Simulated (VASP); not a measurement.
# BaS (zincblende type) (F-43m) in VASP: settings compared

BaS (zincblende type) is run at these levels: LDA, PBEsol, r2SCAN; tasks: electric field gradients.

Program: VASP 6.6.1. These are calculated values, not measurements. Logs are shortened: lines on timing, memory, paths and dates and some standing lists are left out, and cuts for length are marked.

## (1) The cell of the first run

Symmetry: F-43m, No. 216, cubic system. Conventional cell: a = 7.032 Å, b = 7.032 Å, c = 7.032 Å, α = 90.00°, β = 90.00°, γ = 90.00°. Ba (site symmetry -43m) has 4 S at 3.05 Å within 4.0 Å. Within 4.0 Å of S (site symmetry -43m) lie 4 Ba at 3.05 Å.

## (2) Electric field gradients, LDA

Input file INCAR:

```
SYSTEM = BaS
  PREC = Accurate
  ENCUT = 520
  EDIFF = 1E-8
  ISMEAR = -1
  SIGMA = 0.08
  LREAL = .False.
  LASPH = .True.
  NELM = 60
  ALGO = Normal
  ISIF = 2
  LWAVE = .False.
  LCHARG = .False.
  GGA = CA
  LEFG = .True.
  NBANDS = 15
```

Input file KPOINTS:

```
Automatic mesh
0
Gamma
  9 9 9
  0 0 0
```

Input file POSCAR:

```
BaS
1.0
    0.0000000000      3.5161364223      3.5161364223
    3.5161364223      0.0000000000      3.5161364223
    3.5161364223      3.5161364223      0.0000000000
Ba S
1 1
Direct
    0.0000000000      0.0000000000      0.0000000000
    0.2500000000      0.2500000000      0.2500000000
```

Potentials or basis: VASP PAW LDA potentials, release 64 (Ba_sv, S).

Run with:

```bash
> cat potpaw_LDA.64/Ba_sv/POTCAR potpaw_LDA.64/S/POTCAR > POTCAR
> mpirun -np 1 vasp_std > vasp.out
```

OUTCAR:

```text
SYSTEM = BaS
   PREC = Accurate
   ENCUT = 520
   EDIFF = 1E-8
   ISMEAR = -1
   LREAL = .False.
   LASPH = .True.
   NELM = 60
   ISIF = 2
   GGA = CA

 ion  position               nearest neighbor table
   1  0.000  0.000  0.000-   2 3.05   2 3.05   2 3.05   2 3.05
   2  0.250  0.250  0.250-   1 3.05   1 3.05   1 3.05   1 3.05

  LATTYP: Found a face centered cubic cell.
 ALAT       =     7.0322728446

  Lattice vectors:

 A1 = (   0.0000000000,   3.5161364223,   3.5161364223)
 A2 = (   3.5161364223,   0.0000000000,   3.5161364223)
 A3 = (   3.5161364223,   3.5161364223,   0.0000000000)

Analysis of symmetry for initial positions (statically):
=====================================================================
 Subroutine PRICEL returns:
 Original cell was already a primitive cell.

 Routine SETGRP: Setting up the symmetry group for a
 face centered cubic supercell.

 Subroutine GETGRP returns: Found 24 space group operations
 (whereof 24 operations were pure point group operations)
 out of a pool of 48 trial point group operations.

The static configuration has the point symmetry T_d .

Analysis of symmetry for dynamics (positions and initial velocities):
=====================================================================
 Subroutine PRICEL returns:
 Original cell was already a primitive cell.

 Routine SETGRP: Setting up the symmetry group for a
 face centered cubic supercell.

 Subroutine GETGRP returns: Found 24 space group operations
 (whereof 24 operations were pure point group operations)
 out of a pool of 48 trial point group operations.

The dynamic configuration has the point symmetry T_d .

 Subroutine INISYM returns: Found 24 space group operations
 (whereof 24 operations are pure point group operations),
 and found     1 'primitive' translations

----------------------------------------------------------------------------------------

                                     Primitive cell

  volume of cell :      86.9415

  direct lattice vectors                    reciprocal lattice vectors
     0.000000000  3.516136422  3.516136422    -0.142201536  0.142201536  0.142201536
     3.516136422  0.000000000  3.516136422     0.142201536 -0.142201536  0.142201536
     3.516136422  3.516136422  0.000000000     0.142201536  0.142201536 -0.142201536

  length of vectors
     4.972567816  4.972567816  4.972567816     0.246300285  0.246300285  0.246300285

  position of ions in fractional coordinates (direct lattice)
     0.000000000  0.000000000  0.000000000
     0.250000000  0.250000000  0.250000000

  ion indices of the primitive-cell ions
   primitive index   ion index
                 1           1
                 2           2

----------------------------------------------------------------------------------------

 KPOINTS: Automatic mesh

Automatic generation of k-mesh.
 Grid dimensions read from file:
 generate k-points for:    9    9    9

 Generating k-lattice:

  Cartesian coordinates                     Fractional coordinates (reciprocal lattice)
    -0.015800171  0.015800171  0.015800171     0.111111111  0.000000000  0.000000000
     0.015800171 -0.015800171  0.015800171     0.000000000  0.111111111  0.000000000
     0.015800171  0.015800171 -0.015800171     0.000000000  0.000000000  0.111111111

  Length of vectors
     0.027366698  0.027366698  0.027366698

  Shift w.r.t. Gamma in fractional coordinates (k-lattice)
     0.000000000  0.000000000  0.000000000

 Subroutine IBZKPT returns following result:
 ===========================================

 Found     35 irreducible k-points:

 Following reciprocal coordinates:
            Coordinates               Weight
  0.000000  0.000000  0.000000      1.000000
  0.111111  0.000000  0.000000      8.000000
  0.222222  0.000000  0.000000      8.000000
  0.333333  0.000000  0.000000      8.000000
  0.444444  0.000000  0.000000      8.000000
  0.111111  0.111111  0.000000      6.000000
[... 16 lines left out ...]
 -0.333333  0.333333  0.000000     12.000000
  0.444444  0.444444  0.000000      6.000000
 [... further k-points ...]
   k-points           NKPTS =     35   k-points in BZ     NKDIM =     35   number of bands    NBANDS=     15
   number of dos      NEDOS =    301   number of ions     NIONS =      2
   total plane-waves  NPLWV =  64000
   dimension x,y,z NGX =    40 NGY =   40 NGZ =   40
   dimension x,y,z NGXF=    80 NGYF=   80 NGZF=   80
   ions per type =               1   1
   NGX,Y,Z   is equivalent  to a cutoff of  13.37, 13.37, 13.37 a.u.
   NGXF,Y,Z  is equivalent  to a cutoff of  26.75, 26.75, 26.75 a.u.
 SYSTEM =  BaS
   PREC   = accura    normal or accurate (medium, high low for compatibility)
   ISTART =      0    job   : 0-new  1-cont  2-samecut
   ICHARG =      2    charge: 1-file 2-atom 10-const
   ISPIN  =      1    spin polarized calculation?
   LNONCOLLINEAR =      F non collinear calculations
   LSORBIT =      F    spin-orbit coupling
   LASPH  =      T    aspherical Exc in radial PAW
   ENCUT  =  520.0 eV  38.22 Ry    6.18 a.u.   9.25  9.25  9.25*2*pi/ulx,y,z
   NELM   =     60;   NELMIN=  2; NELMDL= -5     # of ELM steps
   EDIFF  = 0.1E-07   stopping-criterion for ELM
   LREAL  =      F    real-space projection
   EDIFFG = 0.1E-06   stopping-criterion for IOM
   NSW    =      0    number of steps for IOM
   IBRION =     -1    ionic relax: 0-MD 1-quasi-New 2-CG
   NFREE  =      0    steps in history (QN), initial steepest desc. (CG)
   ISIF   =      2    stress and relaxation
   ISYM   =      2    0-nonsym 1-usesym 2-fastsym
   POTIM  = 0.5000    time-step for ionic-motion
   TEBEG  =    0.0;   TEEND  =   0.0 temperature during run
   PSTRESS=    0.0 pullay stress
   NELECT =      16.0000    total number of electrons
   NUPDOWN=      -1.0000    fix difference up-down
   EMIN   =  10.00;   EMAX   =-10.00  energy-range for DOS
   EFERMI =   0.00;   METHOD = LEGACY
   ISMEAR =    -1;   SIGMA  =   0.08  broadening in eV -4-tet -1-fermi 0-gaus
   EFERMI_NEDOS =   21; number of points for ismear=-14 and -15
   IALGO  =     38    algorithm
   IMIX   =      4    mixing-type and parameters
     AMIX     =   0.40;   BMIX     =  1.00
     AMIX_MAG =   1.60;   BMIX_MAG =  1.00
  volume/ion in A,a.u.               =      43.47       293.36
  Fermi-wavevector in a.u.,A,eV,Ry     =   0.931192  1.759697 11.797857  0.867118
  Thomas-Fermi vector in A             =   2.057659
   LORBIT       =      0    0 simple, 1 ext, 2 COOP (PROOUT), +10 PAW based schemes
   GGA     = CA    functional components
   LHFCALC =     F    Hartree Fock is set to
   AEXX    =    0.0000 exact exchange contribution
   IVDW    =     0    specifies the selected vdW correction
   LEPSILON=     F    determine dielectric tensor
   LRPA    =     F    only Hartree local field effects (RPA)
 non-spin polarized calculation
  energy-cutoff  :      520.00
  volume of cell :       86.94
 maximum number of plane-waves:      2357
 NGX is ok and might be reduce to    40
   NGX = 19   NGY = 19   NGZ = 19

 number of electron      15.9999999 magnetization

 Free energy of the ion-electron system (eV)
  ---------------------------------------------------
  ext. energy  EPLUGINS =         0.00000000
  ---------------------------------------------------
  free energy    TOTEN  =       -10.51271636 eV

  energy without entropy =      -10.51271634  energy(sigma->0) =      -10.51271635

 E-fermi :   1.0010     XC(G=0):  -7.6170

 val. band max:       -0.4336573862   @ k =  -0.3333   0.4444   0.2222
 cond. band min:       2.0429265789   @ k =   0.0000   0.0000   0.0000
 fundamental gap:      2.4765839650
 Fermi energy:         1.0010408047

 k-point     1 :       0.0000    0.0000    0.0000
  band No.  band energies     occupation
      1     -26.4197      2.00000
      2     -11.6179      2.00000
      3     -11.6179      2.00000
      4     -11.6179      2.00000
      5     -10.2688      2.00000
      6      -1.1052      2.00000
      7      -1.1052      2.00000
      8      -1.1052      2.00000
      9       2.0429      0.00000
     10       4.5163      0.00000
     11       4.5163      0.00000
     12       6.4367      0.00000
     13       6.4367      0.00000
     14       6.4367      0.00000
     15       9.3866      0.00000

 k-point     2 :       0.1111    0.0000    0.0000
  band No.  band energies     occupation
      1     -26.4180      2.00000
      2     -11.7243      2.00000
      3     -11.6227      2.00000
      4     -11.6227      2.00000
      5     -10.1587      2.00000
      6      -1.1567      2.00000
      7      -1.0714      2.00000
      8      -1.0714      2.00000
      9       2.3321      0.00000
     10       4.4009      0.00000
     11       4.4009      0.00000
     12       6.2680      0.00000
     13       6.6661      0.00000
     14       6.6661      0.00000
     15       8.5953      0.00000

 k-point     3 :       0.2222    0.0000    0.0000
  band No.  band energies     occupation
      1     -26.4135      2.00000
      2     -11.9408      2.00000
      3     -11.6349      2.00000
      4     -11.6349      2.00000
      5      -9.9357      2.00000
      6      -1.2093      2.00000
      7      -0.9890      2.00000
      8      -0.9890      2.00000
      9       2.9953      0.00000
     10       4.2744      0.00000
     11       4.2744      0.00000
     12       5.9441      0.00000
     13       6.8947      0.00000
     14       6.8947      0.00000
     15       7.3710      0.00000
[... 343 lines left out ...]
 k-point    23 :      -0.3333    0.3333    0.0000
  band No.  band energies     occupation
      1     -26.4007      2.00000
      2     -12.2894      2.00000
      3     -11.7758      2.00000
      4     -11.6870      2.00000
      5      -9.4501      2.00000
      6      -1.1386      2.00000
      7      -0.7390      2.00000
      8      -0.6265      2.00000
      9       2.8960      0.00000
     10       4.2257      0.00000
     11       4.4716      0.00000
     12       6.3749      0.00000
     13       6.6632      0.00000
     14       7.0542      0.00000
     15       8.0710      0.00000

 k-point    24 :       0.4444    0.4444    0.0000
  band No.  band energies     occupation
      1     -26.4001      2.00000
      2     -12.3294      2.00000
      3     -11.7166      2.00000
      4     -11.7166      2.00000
      5      -9.4423      2.00000
      6      -1.5474      2.00000
      7      -0.4379      2.00000
      8      -0.4379      2.00000
      9       2.7967      0.00000
     10       4.0663      0.00000
     11       5.7568      0.00000
     12       5.8363      0.00000
     13       5.8363      0.00000
     14       7.2005      0.00000
     15       8.7914      0.00000

 [... further k-points ...]

------------------------ aborting loop because EDIFF is reached ----------------------------------------

  FORCE on cell =-STRESS in cart. coord.  units (eV):
  Direction    XX          YY          ZZ          XY          YZ          ZX
  --------------------------------------------------------------------------------------
  -------------------------------------------------------------------------------------
  Total       -0.8453147     -0.8453147     -0.8453147     -0.0000000      0.0000000     -0.0000000
  in kB      -15.5776463    -15.5776463    -15.5776463     -0.0000000      0.0000000     -0.0000000
  external PRESSURE =     -15.5776463 kB  Pullay stress =       0.0000000 kB

 VOLUME and BASIS-vectors are now :
 -----------------------------------------------------------------------------
  energy-cutoff  :      520.00
  volume of cell :       86.94
      direct lattice vectors                 reciprocal lattice vectors
     0.000000000  3.516136422  3.516136422    -0.142201536  0.142201536  0.142201536
     3.516136422  0.000000000  3.516136422     0.142201536 -0.142201536  0.142201536
     3.516136422  3.516136422  0.000000000     0.142201536  0.142201536 -0.142201536

 POSITION                                       TOTAL-FORCE (eV/Angst)
 -----------------------------------------------------------------------------------
      0.00000      0.00000      0.00000         0.000000     -0.000000      0.000000
      1.75807      1.75807      1.75807        -0.000000      0.000000     -0.000000
 -----------------------------------------------------------------------------------
    total drift:                                0.000000      0.000000     -0.000000

  FREE ENERGIE OF THE ION-ELECTRON SYSTEM (eV)
  ---------------------------------------------------
  free  energy   TOTEN  =       -10.5127163586 eV

  energy  without entropy=      -10.5127163370  energy(sigma->0) =      -10.51271635

 Electric field gradients (V/A^2)
---------------------------------------------------------------------
 ion       V_xx      V_yy      V_zz      V_xy      V_xz      V_yz
---------------------------------------------------------------------
   1      -0.000    -0.000     0.000     0.000     0.000     0.000
   2       0.000    -0.000     0.000     0.000     0.000     0.000
---------------------------------------------------------------------

 Electric field gradients after diagonalization (V/A^2)
 (convention: |V_zz| > |V_xx| > |V_yy|)
----------------------------------------------------------------------
 ion       V_xx      V_yy      V_zz     asymmetry (V_yy - V_xx)/ V_zz
----------------------------------------------------------------------
   1      -0.000    -0.000     0.000       0.000
   2      -0.000    -0.000     0.001       0.000
----------------------------------------------------------------------

           NMR quadrupolar parameters

 Cq : quadrupolar parameter    Cq=e*Q*V_zz/h
 eta: asymmetry parameters     (V_yy - V_xx)/ V_zz
 Q  : nuclear electric quadrupole moment in mb (millibarn)
----------------------------------------------------------------------
 ion       Cq(MHz)       eta       Q (mb)
----------------------------------------------------------------------
   1       0.000       0.000       1.000
   2       0.000       0.000       1.000
----------------------------------------------------------------------
```

It took 25 s on 1 thread of Intel Xeon 6975P-C (Granite Rapids), shared host; peak memory 0.21 GiB.

Results:

- Free energy: -10.5127 eV
- Pressure: -1.6 GPa
- Band gap on the k mesh: 2.48 eV (least direct gap 3.15 eV)
- Largest electric field gradient by atom: zero within the noise of the run

Levels at points of the mesh, in eV from the valence-band top:
```tsv
k point	band 5	band 6	band 7	band 8	band 9	band 10	band 11	band 12
(0.00, 0.00, 0.00)	-9.84	-0.67	-0.67	-0.67	2.48	4.95	4.95	6.87
```

Caveat: spin-orbit coupling is left out, which moves the levels of the heavy elements; an odd mesh through Γ misses points on the zone boundary, where band edges can lie.

## (3) Electric field gradients, PBEsol

Input file INCAR:

```
ALGO = Normal
EDIFF = 1E-8
ENCUT = 520
GGA = PS
ISIF = 2
ISMEAR = -1
LASPH = T
LCHARG = F
LEFG = T
LREAL = F
LWAVE = F
NBANDS = 15
NELM = 80
PREC = Accurate
SIGMA = 0.08
```

Input file KPOINTS:

```
k-points
0
Gamma
  9 9 9
```

POSCAR is that of step 2.

Potentials or basis: VASP PAW PBE potentials, release 64 (Ba_sv, S).

Run with:

```bash
> cat potpaw_PBE.64/Ba_sv/POTCAR potpaw_PBE.64/S/POTCAR > POTCAR
> mpirun -np 1 vasp_std > vasp.out
```

OUTCAR:

```text
EDIFF = 1E-8
   ENCUT = 520
   GGA = PS
   ISIF = 2
   ISMEAR = -1
   LASPH = T
   LREAL = F
   NELM = 80
   PREC = Accurate

 ion  position               nearest neighbor table
   1  0.000  0.000  0.000-   2 3.05   2 3.05   2 3.05   2 3.05
   2  0.250  0.250  0.250-   1 3.05   1 3.05   1 3.05   1 3.05

  LATTYP: Found a face centered cubic cell.
 ALAT       =     7.0322728446

  Lattice vectors:

 A1 = (   0.0000000000,   3.5161364223,   3.5161364223)
 A2 = (   3.5161364223,   0.0000000000,   3.5161364223)
 A3 = (   3.5161364223,   3.5161364223,   0.0000000000)

[... 643 lines left out ...]
  free  energy   TOTEN  =       -10.1549589636 eV

  energy  without entropy=      -10.1549589562  energy(sigma->0) =      -10.15495896

 Electric field gradients (V/A^2)
---------------------------------------------------------------------
 ion       V_xx      V_yy      V_zz      V_xy      V_xz      V_yz
---------------------------------------------------------------------
   1      -0.000    -0.000     0.000     0.000     0.000     0.000
   2       0.000     0.000    -0.000     0.000     0.000     0.000
---------------------------------------------------------------------

 Electric field gradients after diagonalization (V/A^2)
 (convention: |V_zz| > |V_xx| > |V_yy|)
----------------------------------------------------------------------
 ion       V_xx      V_yy      V_zz     asymmetry (V_yy - V_xx)/ V_zz
----------------------------------------------------------------------
   1      -0.000    -0.000     0.000       0.000
   2      -0.000    -0.000     0.001       0.000
----------------------------------------------------------------------

           NMR quadrupolar parameters

 Cq : quadrupolar parameter    Cq=e*Q*V_zz/h
 eta: asymmetry parameters     (V_yy - V_xx)/ V_zz
 Q  : nuclear electric quadrupole moment in mb (millibarn)
----------------------------------------------------------------------
 ion       Cq(MHz)       eta       Q (mb)
----------------------------------------------------------------------
   1       0.000       0.000       1.000
   2       0.000       0.000       1.000
----------------------------------------------------------------------
```

stdout:

```text
POSCAR found type information on POSCAR BaS
 POSCAR found :  2 types and       2 ions
 scaLAPACK will be used
 -----------------------------------------------------------------------------
|                                                                             |
|                                                                             |
|     You enforced a specific xc type in the INCAR file but a different       |
|     I HOPE YOU KNOW WHAT YOU ARE DOING!                                     |
|                                                                             |
 -----------------------------------------------------------------------------

 LDA part: xc-table for (Slater+PW92), standard interpolation
 POSCAR, INCAR and KPOINTS ok, starting setup
 FFT: planning ... GRIDC
 FFT: planning ... GRID_SOFT
 FFT: planning ... GRID
 WAVECAR not read
 entering main loop
ion   1

ion   2
```

Run time: 29 s. Hardware: 1 thread of Intel Xeon 6975P-C (Granite Rapids), shared host; peak memory 0.26 GiB.

What came out:

| Property | Result |
| --- | --- |
| Free energy | -10.1550 eV |
| Pressure | -0.7 GPa |
| Band gap on the k mesh | 2.66 eV (least direct gap 3.33 eV) |
| Largest electric field gradient by atom | zero within the noise of the run |

Levels at points of the mesh, in eV from the valence-band top:
| k point | band 4 | band 5 | band 6 | band 7 | band 8 | band 9 | band 10 | band 11 | band 12 | band 13 |
| --- | --- | --- | --- | --- | --- | --- | --- | --- | --- | --- |
| (0.00, 0.00, 0.00) | -11.20 | -9.87 | -0.66 | -0.66 | -0.66 | 2.66 | 5.03 | 5.03 | 6.97 | 6.97 |

Caveat: the PAW data sets were made with another functional, which shifts forces and pressure a little; spin-orbit coupling is left out, which moves the levels of the heavy elements; an odd mesh through Γ misses points on the zone boundary, where band edges can lie.

(Part 1 of 2 ends here.)
